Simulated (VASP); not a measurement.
Wanted: the native input for a VASP 6.6.1 run.

```yaml
Task: electric field gradients
Functional: PBE
Potentials_or_basis: VASP PAW PBE potentials, release 64 (Eu, S)
Cutoff: 520 eV
k_mesh: 10 × 10 × 10
Occupations: fermi-dirac, width 0.05 eV
Spin: collinear spin, ferromagnetic start
Starting_moments: "[7.0, 0.0] μB"
Dipole_correction: no
Further_INCAR_settings: ALGO = Normal; EDIFF = 1e-08; NBANDS = 22
```

The structure of EuS lies in POSCAR:

```
EuS
1.0
    0.0000000000      2.9182144553      2.9182144553
    2.9182144553      0.0000000000      2.9182144553
    2.9182144553      2.9182144553      0.0000000000
Eu S
1 1
Direct
    0.0000000000      0.0000000000      0.0000000000
    0.5000000000      0.5000000000      0.5000000000
```

The input as run:

INCAR

```
PREC = Accurate
ENCUT = 520
EDIFF = 1E-8
ISMEAR = -1
SIGMA = 0.05
LREAL = False
LASPH = True
NELM = 200
ALGO = Normal
ISIF = 2
LWAVE = False
LCHARG = False
ISPIN = 2
MAGMOM = 7 0
LORBIT = 11
LMAXMIX = 6
GGA = PE
LEFG = True
NBANDS = 22
GGA_COMPAT = False
```

KPOINTS

```
regular mesh
0
Gamma
  10 10 10
```

Potentials or basis: VASP PAW PBE potentials, release 64 (Eu, S).

Run with:

```bash
$ cat potpaw_PBE.64/Eu/POTCAR potpaw_PBE.64/S/POTCAR > POTCAR
$ mpirun -np 1 vasp_std > vasp.out
```

Results of the run:

- Pressure: 0.0 GPa
- Net moment: 6.95 μB per cell
- Site moments: Eu +6.56; S -0.07 μB
- Largest electric field gradient by atom: under 0.05 V/Å² on every atom
- Valence electrons inside the program's atomic spheres: Eu 14.76; S 3.77

Caveat: a cell with one magnetic atom can't hold antiferromagnetic order, which such compounds often take.

Wall time 2.2 min on 1 thread of Oxide Virtual Turin-like Processor (shared host), peak memory 0.23 GiB.
